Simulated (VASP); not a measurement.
# LaRu2 (Fd-3m) in VASP: a series of runs, part 2 of 2

VASP 6.6.1. The steps go on from the part before.

### 4 Relaxation of cell and atoms, LDA

This run uses another cell than the first one, of 19.10 Å³/atom.

INCAR reads:

```
SYSTEM = LaRu2
PREC = Accurate
ENCUT = 600
EDIFF = 1E-6
ISMEAR = -1
SIGMA = 0.05
LREAL = .False.
LASPH = .True.
NELM = 80
ALGO = Normal
ISIF = 3
LWAVE = .False.
LCHARG = .False.
IBRION = 2
NSW = 70
EDIFFG = -0.005
```

KPOINTS reads:

```
Automatic mesh
0
Gamma
  7 7 7
  0 0 0
```

POSCAR reads:

```
LaRu2
1.0
    0.0000000000      3.8550000000      3.8550000000
    3.8550000000      0.0000000000      3.8550000000
    3.8550000000      3.8550000000      0.0000000000
La Ru
2 4
Direct
    0.0000000000      0.0000000000      0.0000000000
    0.2500000000      0.2500000000      0.2500000000
    0.6250000000      0.6250000000      0.6250000000
    0.1250000000      0.6250000000      0.6250000000
    0.6250000000      0.6250000000      0.1250000000
    0.6250000000      0.1250000000      0.6250000000
```

Potentials or basis: VASP PAW LDA potentials, release 64 (La, Ru_pv).

Run with:

```console
$ cat potpaw_LDA.64/La/POTCAR potpaw_LDA.64/Ru_pv/POTCAR > POTCAR
$ mpirun -np 1 vasp_std > vasp.out
```

OUTCAR:

```text
SYSTEM = LaRu2
   PREC = Accurate
   ENCUT = 600
   EDIFF = 1E-6
   ISMEAR = -1
   LREAL = .False.
   LASPH = .True.
   NELM = 80
   ISIF = 3
   IBRION = 2
   NSW = 70
   EDIFFG = -0.005

 ion  position               nearest neighbor table
   1  0.000  0.000  0.000-   3 3.20   5 3.20   6 3.20   3 3.20   4 3.20   5 3.20   3 3.20   4 3.20
                             6 3.20   4 3.20   5 3.20   6 3.20   2 3.34   2 3.34   2 3.34   2 3.34
   2  0.250  0.250  0.250-   4 3.20   5 3.20   6 3.20   3 3.20   4 3.20   6 3.20   3 3.20   4 3.20
                             5 3.20   3 3.20   5 3.20   6 3.20   1 3.34   1 3.34   1 3.34   1 3.34
   3  0.625  0.625  0.625-   4 2.73   5 2.73   6 2.73   5 2.73   6 2.73   4 2.73   1 3.20   2 3.20
                             1 3.20   2 3.20   1 3.20   2 3.20
   4  0.125  0.625  0.625-   3 2.73   5 2.73   6 2.73   3 2.73   5 2.73   6 2.73   2 3.20   1 3.20
                             1 3.20   2 3.20   2 3.20   1 3.20
   5  0.625  0.625  0.125-   3 2.73   3 2.73   4 2.73   6 2.73   6 2.73   4 2.73   1 3.20   2 3.20
                             1 3.20   2 3.20   1 3.20   2 3.20
   6  0.625  0.125  0.625-   3 2.73   5 2.73   3 2.73   4 2.73   5 2.73   4 2.73   2 3.20   1 3.20
                             2 3.20   2 3.20   1 3.20   1 3.20

  LATTYP: Found a face centered cubic cell.
 ALAT       =     7.7100000000

  Lattice vectors:

 A1 = (   0.0000000000,   3.8550000000,   3.8550000000)
 A2 = (   3.8550000000,   0.0000000000,   3.8550000000)
 A3 = (   3.8550000000,   3.8550000000,   0.0000000000)

Analysis of symmetry for initial positions (statically):
=====================================================================
 Subroutine PRICEL returns:
 Original cell was already a primitive cell.

 Routine SETGRP: Setting up the symmetry group for a
 face centered cubic supercell.

 Subroutine GETGRP returns: Found 48 space group operations
 (whereof 24 operations were pure point group operations)
 out of a pool of 48 trial point group operations.

The static configuration has the point symmetry T_d .
 The point group associated with its full space group is O_h .

Analysis of symmetry for dynamics (positions and initial velocities):
=====================================================================
 Subroutine PRICEL returns:
 Original cell was already a primitive cell.

 Routine SETGRP: Setting up the symmetry group for a
 face centered cubic supercell.

 Subroutine GETGRP returns: Found 48 space group operations
 (whereof 24 operations were pure point group operations)
 out of a pool of 48 trial point group operations.

The dynamic configuration has the point symmetry T_d .
 The point group associated with its full space group is O_h .

 Subroutine INISYM returns: Found 48 space group operations
 (whereof 24 operations are pure point group operations),
 and found     1 'primitive' translations

----------------------------------------------------------------------------------------

                                     Primitive cell

  volume of cell :     114.5785

  direct lattice vectors                    reciprocal lattice vectors
     0.000000000  3.855000000  3.855000000    -0.129701686  0.129701686  0.129701686
     3.855000000  0.000000000  3.855000000     0.129701686 -0.129701686  0.129701686
     3.855000000  3.855000000  0.000000000     0.129701686  0.129701686 -0.129701686

  length of vectors
     5.451793283  5.451793283  5.451793283     0.224649910  0.224649910  0.224649910

  position of ions in fractional coordinates (direct lattice)
     0.000000000  0.000000000  0.000000000
     0.250000000  0.250000000  0.250000000
     0.625000000  0.625000000  0.625000000
     0.125000000  0.625000000  0.625000000
     0.625000000  0.625000000  0.125000000
     0.625000000  0.125000000  0.625000000
[... 32 lines left out ...]
 ===========================================

 Found     20 irreducible k-points:

 Following reciprocal coordinates:
            Coordinates               Weight
  0.000000  0.000000  0.000000      1.000000
  0.142857  0.000000  0.000000      8.000000
  0.285714  0.000000  0.000000      8.000000
  0.428571  0.000000  0.000000      8.000000
  0.142857  0.142857  0.000000      6.000000
  0.285714  0.142857  0.000000     24.000000
[... 12 lines left out ...]
 -0.428571  0.428571  0.142857     24.000000
 -0.285714  0.428571  0.142857     24.000000
   k-points           NKPTS =     20   k-points in BZ     NKDIM =     20   number of bands    NBANDS=     46
   number of dos      NEDOS =    301   number of ions     NIONS =      6
   total plane-waves  NPLWV = 110592
   dimension x,y,z NGX =    48 NGY =   48 NGZ =   48
   dimension x,y,z NGXF=    96 NGYF=   96 NGZF=   96
   ions per type =               2   4
   NGX,Y,Z   is equivalent  to a cutoff of  14.64, 14.64, 14.64 a.u.
   NGXF,Y,Z  is equivalent  to a cutoff of  29.27, 29.27, 29.27 a.u.
 SYSTEM =  LaRu2
   PREC   = accura    normal or accurate (medium, high low for compatibility)
   ISTART =      0    job   : 0-new  1-cont  2-samecut
   ICHARG =      2    charge: 1-file 2-atom 10-const
   ISPIN  =      1    spin polarized calculation?
   LNONCOLLINEAR =      F non collinear calculations
   LSORBIT =      F    spin-orbit coupling
   LASPH  =      T    aspherical Exc in radial PAW
   ENCUT  =  600.0 eV  44.10 Ry    6.64 a.u.  10.89 10.89 10.89*2*pi/ulx,y,z
   NELM   =     80;   NELMIN=  2; NELMDL= -5     # of ELM steps
   EDIFF  = 0.1E-05   stopping-criterion for ELM
   LREAL  =      F    real-space projection
   EDIFFG = -.5E-02   stopping-criterion for IOM
   NSW    =     70    number of steps for IOM
   IBRION =      2    ionic relax: 0-MD 1-quasi-New 2-CG
   NFREE  =      1    steps in history (QN), initial steepest desc. (CG)
   ISIF   =      3    stress and relaxation
   ISYM   =      2    0-nonsym 1-usesym 2-fastsym
   POTIM  = 0.5000    time-step for ionic-motion
   TEBEG  =    0.0;   TEEND  =   0.0 temperature during run
   PSTRESS=    0.0 pullay stress
   NELECT =      78.0000    total number of electrons
   NUPDOWN=      -1.0000    fix difference up-down
   EMIN   =  10.00;   EMAX   =-10.00  energy-range for DOS
   EFERMI =   0.00;   METHOD = LEGACY
   ISMEAR =    -1;   SIGMA  =   0.05  broadening in eV -4-tet -1-fermi 0-gaus
   EFERMI_NEDOS =   21; number of points for ismear=-14 and -15
   IALGO  =     38    algorithm
   IMIX   =      4    mixing-type and parameters
     AMIX     =   0.40;   BMIX     =  1.00
     AMIX_MAG =   1.60;   BMIX_MAG =  1.00
  volume/ion in A,a.u.               =      19.10       128.87
  Fermi-wavevector in a.u.,A,eV,Ry     =   1.440142  2.721474 28.218605  2.074009
  Thomas-Fermi vector in A             =   2.558919
   LORBIT       =      0    0 simple, 1 ext, 2 COOP (PROOUT), +10 PAW based schemes
   GGA     = CA    functional components
   LHFCALC =     F    Hartree Fock is set to
   AEXX    =    0.0000 exact exchange contribution
   IVDW    =     0    specifies the selected vdW correction
   LEPSILON=     F    determine dielectric tensor
   LRPA    =     F    only Hartree local field effects (RPA)
 conjugate gradient relaxation of ions
 non-spin polarized calculation
  energy-cutoff  :      600.00
  volume of cell :      114.58
 maximum number of plane-waves:      3839
 NGX is ok and might be reduce to    48
   NGX = 21   NGY = 21   NGZ = 21

--------------------------------------- Ionic step        1  -------------------------------------------

 number of electron      77.9999994 magnetization

 Free energy of the ion-electron system (eV)
  ---------------------------------------------------
  ext. energy  EPLUGINS =         0.00000000
  ---------------------------------------------------
  free energy    TOTEN  =       -54.15450768 eV

  energy without entropy =      -54.08093067  energy(sigma->0) =      -54.11771918

------------------------ aborting loop because EDIFF is reached ----------------------------------------

  FORCE on cell =-STRESS in cart. coord.  units (eV):
  Direction    XX          YY          ZZ          XY          YZ          ZX
  --------------------------------------------------------------------------------------
  -------------------------------------------------------------------------------------
  Total       -6.8345448     -6.8345448     -6.8345448      0.0000000      0.0000000      0.0000000
  in kB      -95.5689981    -95.5689981    -95.5689981      0.0000000      0.0000000      0.0000000
  external PRESSURE =     -95.5689981 kB  Pullay stress =       0.0000000 kB
[... 107 lines left out ...]
--------------------------------------- Ionic step        4  -------------------------------------------

 number of electron      78.0000007 magnetization

 Free energy of the ion-electron system (eV)
  ---------------------------------------------------
  ext. energy  EPLUGINS =         0.00000000
  ---------------------------------------------------
  free energy    TOTEN  =       -54.37888178 eV

  energy without entropy =      -54.31104820  energy(sigma->0) =      -54.34496499

 E-fermi :  11.4331     XC(G=0): -12.8371

 val. band max:       11.4328476030   @ k =   0.1429   0.0000   0.0000
 cond. band min:      11.4451505729   @ k =   0.0000   0.0000   0.0000
 fundamental gap:      0.0123029699
 Fermi energy:        11.4330789029

 k-point     1 :       0.0000    0.0000    0.0000
  band No.  band energies     occupation
      1     -31.3011      2.00000
      2     -30.7613      2.00000
      3     -30.7613      2.00000
      4     -30.7613      2.00000
      5     -30.5689      2.00000
      6     -30.5689      2.00000
[... 1002 lines left out ...]
  FREE ENERGIE OF THE ION-ELECTRON SYSTEM (eV)
  ---------------------------------------------------
  free  energy   TOTEN  =       -54.3788817828 eV

  energy  without entropy=      -54.3110482045  energy(sigma->0) =      -54.34496499

 reached required accuracy - stopping structural energy minimisation
```

OSZICAR:

```text
N       E                     dE             d eps       ncg     rms          rms(c)
DAV:   1     0.115167389080E+04    0.11517E+04   -0.39500E+04  2198   0.304E+03
DAV:   2     0.110824436372E+03   -0.10408E+04   -0.10119E+04  2184   0.612E+02
[... 46 lines left out ...]
DAV:   1    -0.543830904971E+02   -0.44329E-02   -0.82334E-02  2110   0.209E+00    0.516E-01
DAV:   2    -0.543799864043E+02    0.31041E-02   -0.33306E-02  3088   0.118E+00    0.210E-01
DAV:   3    -0.543789185520E+02    0.10679E-02   -0.70373E-03  3008   0.533E-01    0.632E-02
DAV:   4    -0.543788706360E+02    0.47916E-04   -0.65567E-04  3112   0.163E-01    0.329E-02
DAV:   5    -0.543788783823E+02   -0.77463E-05   -0.44030E-05  3072   0.483E-02    0.161E-02
DAV:   6    -0.543788815190E+02   -0.31368E-05   -0.86151E-06  2536   0.164E-02    0.441E-03
DAV:   7    -0.543788817828E+02   -0.26378E-06   -0.10259E-06  1350   0.109E-02
   4 F= -.54378882E+02 E0= -.54344965E+02  d E =-.224374E+00
```

CONTCAR:

```text
LaRu2
   1.00000000000000
     0.0000000000000000    3.7738258833486871    3.7738258833486871
     3.7738258833486871    0.0000000000000000    3.7738258833486871
     3.7738258833486871    3.7738258833486871    0.0000000000000000
  La              Ru
     2     4
Direct
     1.0000000000000000    0.0000000000000000    1.0000000000000000
     0.2500000000000000    0.2500000000000000    0.2500000000000000
     0.6250000000000000    0.6250000000000000    0.6250000000000000
     0.1250000000000000    0.6250000000000000    0.6250000000000000
     0.6250000000000000    0.6250000000000000    0.1250000000000000
     0.6250000000000000    0.1250000000000000    0.6250000000000000

  0.00000000E+00  0.00000000E+00  0.00000000E+00
  0.00000000E+00  0.00000000E+00  0.00000000E+00
  0.00000000E+00  0.00000000E+00  0.00000000E+00
  0.00000000E+00  0.00000000E+00  0.00000000E+00
  0.00000000E+00  0.00000000E+00  0.00000000E+00
  0.00000000E+00  0.00000000E+00  0.00000000E+00
```

Run time: 6.2 min. Hardware: 1 thread of Intel Xeon 6975P-C (Granite Rapids), shared host; peak memory 0.36 GiB.

What came out:

```yaml
Free_energy: -54.3789 eV
Relaxed_volume: 17.92 Å³/atom
Relaxed_cell: a = 5.337 Å, b = 5.337 Å, c = 5.337 Å, α = 60.00°, β = 60.00°, γ = 60.00°
Space_group_after_relaxing_to_0.1_Å: Fd-3m (No. 227)
Energy_gained_by_relaxing: 37.4 meV/atom
Ionic_steps: 4
Pressure_after_relaxing: 0.0 GPa
Band_gap_on_the_k_mesh: zero (bands 39 and 40 overlap by 0.60 eV)
```

The path:
| step | energy change (eV) | largest force (eV/Å) | pressure (GPa) | volume (Å³) |
| --- | --- | --- | --- | --- |
| 1 | 0.0000 | 0.0000 | -9.56 | 114.58 |
| 2 | 0.4673 | 0.0000 | 22.60 | 96.71 |
| 3 | -0.2241 | 0.0000 | -0.34 | 107.68 |
| 4 | -0.2244 | 0.0000 | -0.04 | 107.49 |

Final structure:
```
La Ru
1.0
     0.00000    3.77383    3.77383
     3.77383    0.00000    3.77383
     3.77383    3.77383    0.00000
La Ru
2 4
Direct
  0.00000 0.00000 0.00000
  0.25000 0.25000 0.25000
  0.62500 0.62500 0.62500
  0.12500 0.62500 0.62500
  0.62500 0.62500 0.12500
  0.62500 0.12500 0.62500
```

Caveat: spin-orbit coupling is left out, which moves the levels of the heavy elements.
